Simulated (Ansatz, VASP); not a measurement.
Two plane-wave programs on Rh

The input INCAR:

```
PREC = Accurate
ENCUT = 520
EDIFF = 1E-6
ISMEAR = 0
SIGMA = 0.1
LREAL = F
LASPH = T
NELM = 100
ALGO = Normal
ISIF = 2
LWAVE = F
LCHARG = T
GGA = PE
LELF = T
LVHAR = T
NBANDS = 38
```

Contents of KPOINTS:

```
Automatic mesh
0
Gamma
  15 15 6
```

Contents of POSCAR:

```
Rh
1.0
    2.7595227530      0.0000000000      0.0000000000
   -1.3797613765      2.3898168065      0.0000000000
    0.0000000000      0.0000000000      8.4917213281
Rh
4
Direct
    0.0000000000      0.0000000000     -0.0284153225
    0.3333333300      0.6666666700      0.2784153225
    0.0000000000      0.0000000000      0.4715846775
    0.6666666700      0.3333333300      0.7784153225
```

Input for Ansatz:

```yaml
crystal:
  lattice:
    - [2.759522753, 0.0, 0.0]
    - [-1.3797613765, 2.3898168065, 0.0]
    - [0.0, 0.0, 8.4917213281]
  atoms:
    - { symbol: Rh, position: [0.0, 0.0, -0.0284153225] }
    - { symbol: Rh, position: [0.33333333, 0.66666667, 0.2784153225] }
    - { symbol: Rh, position: [0.0, 0.0, 0.4715846775] }
    - { symbol: Rh, position: [0.66666667, 0.33333333, 0.7784153225] }
basis:
  ecutwfc: 420
kpoints:
  mp_grid: { grid: [15, 15, 6] }
hamiltonian:
  xc: pbe
scf:
  occupations: { method: gaussian, width: 0.1 }
output:
  forces: true
  stress: true
  eigenvalues: true
  write_density: true
  write_potential: true
  elf: true
  volumetric_format: npy
```

Alike in both runs: task single point; functional PBE; k mesh 15 × 15 × 6; occupations gaussian, width 0.1 eV; no spin polarisation.

|  | VASP | Ansatz |
| --- | --- | --- |
| version | VASP 6.6.1 | Ansatz 0.2.0 |
| potentials or method | VASP PAW PBE potentials, release 64 (Rh_pv), cutoff 520 eV | scalar-relativistic, plane waves, PAW |
| valence electrons in the cell | 60 | 68 |

Ansatz gave:

| Item | Value |
| --- | --- |
| gap on the k mesh at the Fermi level (eV) | none |
| pressure (GPa) | 43.5 |
| traceless stress, the component that is largest in VASP (GPa) | 25.56 |
| rms of the force components (eV/Å) | 5.079 |

Q: What did VASP give for the same quantities?

A: gap on the k mesh at the Fermi level (eV): none; pressure (GPa): 44.4; traceless stress, the component that is largest in VASP (GPa): 25.87; rms of the force components (eV/Å): 5.156.

Atom by atom the forces differ by 0.077 eV/Å (rms over components). A gap of «none» marks a metal or a gap that the smearing closes. Both programs put the cell under a high pressure, so it lies far from rest at this level. VASP's potentials hold 60 valence electrons a cell and Ansatz's 68, so a difference there can come from the potentials and not from the codes.
